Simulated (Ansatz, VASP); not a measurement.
**Al3RuN: VASP beside Ansatz**

```
Al Ru N
1.0
     3.03344    0.00000    0.00000
     0.00000    3.03344    0.00000
     0.00000    0.00000    6.59093
Al Ru N
3 1 1
Cartesian
  1.5167 1.5167 4.6440
  1.5167 1.5167 1.9470
  0.0000 0.0000 0.0000
  0.0000 0.0000 3.2955
  1.5167 1.5167 0.0000
```

Alike in both runs: functional PBE; k mesh 12 × 12 × 6; occupations gaussian, width 0.01 eV; no spin polarisation.

Ansatz relaxed the structure, and its values are those at the end. VASP's run is a single point on that final structure, the one shown.

```csv
,VASP,Ansatz
version,VASP 6.6.1,Ansatz 0.2.0
potentials or method,"VASP PAW PBE potentials, release 64 (Al, Ru_pv, N), cutoff 520 eV","scalar-relativistic, plane waves, PAW"
valence electrons in the cell,28,30
```

|  | VASP | Ansatz | Ansatz less VASP |
| --- | --- | --- | --- |
| gap on the k mesh at the Fermi level (eV) | 0.06 | 0.05 | -0.003 |
| least direct gap on the mesh (eV) | 0.14 | 0.15 | +0.004 |
| pressure (GPa) | -0.1 | 0.0 | +0.12 |
| rms of the force components (eV/Å) | 0.008 | 0.002 | -0.0066 |

VASP's potentials hold 28 valence electrons a cell and Ansatz's 30, so a difference there can come from the potentials and not from the codes.
